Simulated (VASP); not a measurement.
A run of VASP 6.6.1:

Contents of INCAR:

```
SYSTEM = MnS
PREC = Accurate ; ENCUT = 520
EDIFF = 1E-6 ; ISMEAR = 0
SIGMA = 0.05 ; LREAL = .FALSE.
LASPH = .TRUE. ; NELM = 150
ALGO = Normal ; ISIF = 2
LWAVE = .FALSE. ; LCHARG = .FALSE.
ISPIN = 2 ; MAGMOM = 4 0
LORBIT = 11 ; LMAXMIX = 4
GGA = PE ; NBANDS = 20
```

Contents of KPOINTS:

```
Automatic mesh
0
G
  9 9 9
  0 0 0
```

The input POSCAR:

```
MnS
1.0
    0.0000000000      2.4734634191      2.4734634191
    2.4734634191      0.0000000000      2.4734634191
    2.4734634191      2.4734634191      0.0000000000
Mn S
1 1
Direct
    0.0000000000      0.0000000000      0.0000000000
    0.7500000000      0.7500000000      0.7500000000
```

Potentials or basis: VASP PAW PBE potentials, release 64 (Mn_pv, S).

Launch:

```console
$ cat potpaw_PBE.64/Mn_pv/POTCAR potpaw_PBE.64/S/POTCAR > POTCAR
$ mpirun -np 1 vasp_std > vasp.out
```

Hardware: 1 thread of Intel(R) Xeon(R) 6975P-C (Granite Rapids) (shared host).

Question: Estimate the wall time of this run.

Answer: It took 63 s on 1 thread of Intel(R) Xeon(R) 6975P-C (Granite Rapids), with other jobs on the host, peak memory 0.19 GiB. Counts: scf iterations 43, k points 35.
